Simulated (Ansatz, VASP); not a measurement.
# Hg2S in VASP and in Ansatz

```
CELL_PARAMETERS angstrom
4.69912 0.00000 0.00000
-2.34956 4.06956 0.00000
0.00000 0.00000 3.74631
ATOMIC_POSITIONS crystal
Hg 0.33333 0.66667 0.50000
Hg 0.66667 0.33333 0.50000
S 0.00000 0.00000 0.00000
```

Alike in both runs: task relaxation of cell and atoms; functional r2SCAN; k mesh 12 × 12 × 12; occupations gaussian, width 0.1 eV; no spin polarisation.

|  | VASP | Ansatz |
| --- | --- | --- |
| version | VASP 6.6.1 | Ansatz 0.2.0 |
| potentials or method | VASP PAW PBE potentials, release 64 (Hg, S), cutoff 600 eV | scalar-relativistic, plane waves, PAW |
| valence electrons in the cell | 30 | 46 |

|  | VASP | Ansatz | Ansatz less VASP |
| --- | --- | --- | --- |
| gap on the k mesh at the Fermi level, each at its own relaxed structure (eV) | none | none | - |
| relaxed volume (Å³/atom) | 24.02 | 23.82 | -0.200 |
| relaxed length of the cell vector where the two differ most in proportion (Å) | 4.717 | 4.695 | -0.0222 |

VASP's potentials were made for PBE, not for r2SCAN. A gap of «none» marks a metal or a gap that the smearing closes. VASP's potentials hold 30 valence electrons a cell and Ansatz's 46, so a difference there can come from the potentials and not from the codes.

Neither program's run includes spin-orbit coupling.
